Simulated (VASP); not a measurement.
Set up this calculation in VASP 6.6.1, as the native input.

| Item | Value |
| --- | --- |
| Task | single point |
| Functional | r2SCAN |
| Potentials or basis | VASP PAW PBE potentials, release 64 (Si, C) |
| Cutoff | 520 eV |
| k mesh | 10 × 10 × 10 |
| Occupations | gaussian, width 0.05 eV |
| Spin | no spin polarisation |
| Dipole correction | no |
| Further INCAR settings | ALGO = Normal; EDIFF = 1e-07; NBANDS = 11 |

The system is SiC.

```xyz
2
Lattice="0.0000 2.2394 2.2394 2.1781 0.0612 2.1781 2.1781 2.1781 0.0612" Properties=species:S:1:pos:R:3 pbc="T T T"
Si    0.0000    0.0000    0.0000
C     3.2672    3.3590    3.3590
```

This cell differs from its parent crystal: strain +0.0562 x Voigt [0, 0, 0, 1, 0, 0].

The input as run:

POSCAR

```
SiC
1.0
    0.0000000000      2.2393508560      2.2393508560
    2.1781449820      0.0612058740      2.1781449820
    2.1781449820      2.1781449820      0.0612058740
Si C
1 1
Direct
    0.0000000000      0.0000000000      0.0000000000
    0.7500000000      0.7500000000      0.7500000000
```

INCAR.step1

```
SYSTEM = SiC
PREC     = Accurate       ! precision mode
ENCUT    = 520            ! plane-wave cutoff, eV
ISMEAR   = 0              ! smearing method
SIGMA    = 0.05           ! smearing width, eV
LREAL    = .False.        ! projectors in reciprocal space
LASPH    = .True.         ! aspherical terms in the spheres
NELM     = 80             ! most SCF steps
NBANDS   = 11             ! bands
GGA      = PE             ! functional
ALGO     = Normal         ! electronic algorithm
EDIFF    = 1E-4           ! SCF threshold, eV
LWAVE    = .True.         ! write WAVECAR
LCHARG   = .False.        ! write CHGCAR
```

INCAR.step2

```
SYSTEM = SiC
PREC     = Accurate       ! precision mode
ENCUT    = 520            ! plane-wave cutoff, eV
EDIFF    = 1E-7           ! SCF threshold, eV
ISMEAR   = 0              ! smearing method
SIGMA    = 0.05           ! smearing width, eV
LREAL    = .False.        ! projectors in reciprocal space
LASPH    = .True.         ! aspherical terms in the spheres
NELM     = 80             ! most SCF steps
ALGO     = Normal         ! electronic algorithm
ISIF     = 2              ! what is computed and relaxed
LWAVE    = .False.        ! write WAVECAR
LCHARG   = .True.         ! write CHGCAR
METAGGA  = R2SCAN         ! meta-GGA
LMIXTAU  = .True.       
LELF     = .True.         ! ELF
LVHAR    = .True.       
NBANDS   = 11             ! bands
ISTART   = 1
```

KPOINTS

```
Automatic mesh
0
Gamma
  10 10 10
  0 0 0
```

Potentials or basis: VASP PAW PBE potentials, release 64 (Si, C).

Launch:

```sh
$ cat potpaw_PBE.64/Si/POTCAR potpaw_PBE.64/C/POTCAR > POTCAR
$ cp INCAR.step1 INCAR
$ mpirun -np 1 vasp_std > vasp.out
$ cp INCAR.step2 INCAR
$ mpirun -np 1 vasp_std > vasp.out
```

It gave:

- Pressure: 0.8 GPa
- Largest force: 0.431 eV/Å
- Band gap on the k mesh: 1.42 eV (least direct gap 4.47 eV)

Caveat: the cell differs from its parent crystal (strain +0.0562 x Voigt [0, 0, 0, 1, 0, 0]); the PAW data sets were made with another functional, which shifts forces and pressure a little.

It took 2.1 min on 1 thread of Intel Xeon 8259CL, with other jobs on the host, peak memory 0.16 GiB.
